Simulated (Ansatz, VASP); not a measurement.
## W in VASP and in Ansatz

```
CELL_PARAMETERS angstrom
6.32000 0.00000 0.00000
0.00000 6.32000 0.00000
0.00000 0.00000 6.32000
ATOMIC_POSITIONS crystal
W 0.49809 0.00191 0.00191
W 0.00191 0.49809 0.00191
W 0.00191 0.00191 0.49809
W 0.00191 0.00191 0.00191
W 0.49809 0.49809 0.00191
W 0.49809 0.00191 0.49809
W 0.75000 0.25000 0.25000
W 0.00191 0.49809 0.49809
W 0.25000 0.75000 0.25000
W 0.25000 0.25000 0.75000
W 0.49809 0.49809 0.49809
W 0.75000 0.75000 0.25000
W 0.75000 0.25000 0.75000
W 0.25000 0.75000 0.75000
W 0.75000 0.75000 0.75000
```

Alike in both runs: functional PBEsol; k mesh 3 × 3 × 3; occupations gaussian, width 0.15 eV; no spin polarisation.

Ansatz relaxed the structure, and its values are those at the end. VASP's run is a single point on that final structure, the one shown.

|  | VASP | Ansatz |
| --- | --- | --- |
| version | VASP 6.6.1 | Ansatz 0.2.0 |
| potentials or method | VASP PAW PBE potentials, release 64 (W_sv), cutoff 520 eV | scalar-relativistic, plane waves, PAW |
| valence electrons in the cell | 210 | 210 |

Ansatz gave:

- rms of the force components (eV/Å): 0.000

Question: Which values does VASP return?

Answer: rms of the force components (eV/Å): 0.006.

VASP's potentials were made for PBE, not for PBEsol, and Ansatz warns of the same on its side.

Spin-orbit coupling is off throughout.
